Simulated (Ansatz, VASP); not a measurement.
# BN in VASP and in Ansatz

INCAR

```
SYSTEM = BN
  ALGO = Normal
  EDIFF = 1E-6
  ENCUT = 520
  GGA = PE
  ISIF = 2
  ISMEAR = 0
  LASPH = .True.
  LCHARG = .True.
  LELF = .True.
  LREAL = .False.
  LVHAR = .True.
  LWAVE = .False.
  NBANDS = 26
  NELM = 100
  PREC = Accurate
  SIGMA = 0.1
```

File KPOINTS:

```
k-points
0
Gamma
  6 6 4
  0 0 0
```

POSCAR

```
BN
1.0
    2.7041046900      0.0000000000      0.0000000000
    0.0000000000      2.7041046900      0.0000000000
    0.0000000000      0.0000000000      5.3933582700
B N
4 4
Direct
    0.1113820100      0.5000000000      0.2500000000
    0.5000000000      0.8886179900      0.5000000000
    0.5000000000      0.1113820100      0.0000000000
    0.8886179900      0.5000000000      0.7500000000
    0.0000000000      0.6113820100      0.5000000000
    0.3886179900      0.0000000000      0.2500000000
    0.6113820100      0.0000000000      0.7500000000
    0.0000000000      0.3886179900      0.0000000000
```

Input for Ansatz:

```yaml
crystal:
  lattice:
    - [2.70410469, 0.0, 0.0]
    - [0.0, 2.70410469, 0.0]
    - [0.0, 0.0, 5.39335827]
  atoms:
    - { symbol: B, position: [0.11138201, 0.5, 0.25] }
    - { symbol: B, position: [0.5, 0.88861799, 0.5] }
    - { symbol: B, position: [0.5, 0.11138201, 0.0] }
    - { symbol: B, position: [0.88861799, 0.5, 0.75] }
    - { symbol: "N", position: [0.0, 0.61138201, 0.5] }
    - { symbol: "N", position: [0.38861799, 0.0, 0.25] }
    - { symbol: "N", position: [0.61138201, 0.0, 0.75] }
    - { symbol: "N", position: [0.0, 0.38861799, 0.0] }
basis:
  ecutwfc: 420
kpoints:
  mp_grid: { grid: [6, 6, 4] }
hamiltonian:
  xc: pbe
scf:
  occupations: { method: gaussian, width: 0.1 }
  lower_state_search: "off"
output:
  forces: true
  stress: true
  eigenvalues: true
```

Alike in both runs: task single point; functional PBE; k mesh 6 × 6 × 4; occupations gaussian, width 0.1 eV; no spin polarisation.

|  | VASP | Ansatz |
| --- | --- | --- |
| version | VASP 6.6.1 | Ansatz 0.2.0 |
| potentials or method | VASP PAW PBE potentials, release 64 (B, N), cutoff 520 eV | scalar-relativistic, plane waves, PAW |
| valence electrons in the cell | 32 | 32 |

|  | VASP | Ansatz | Ansatz less VASP |
| --- | --- | --- | --- |
| gap on the k mesh at the Fermi level (eV) | 0.93 | 0.96 | +0.030 |
| least direct gap on the mesh (eV) | 0.94 | 0.97 | +0.030 |
| rms of the force components (eV/Å) | 1.247 | 1.248 | +0.0008 |

Atom by atom the forces differ by 0.012 eV/Å (rms over components).
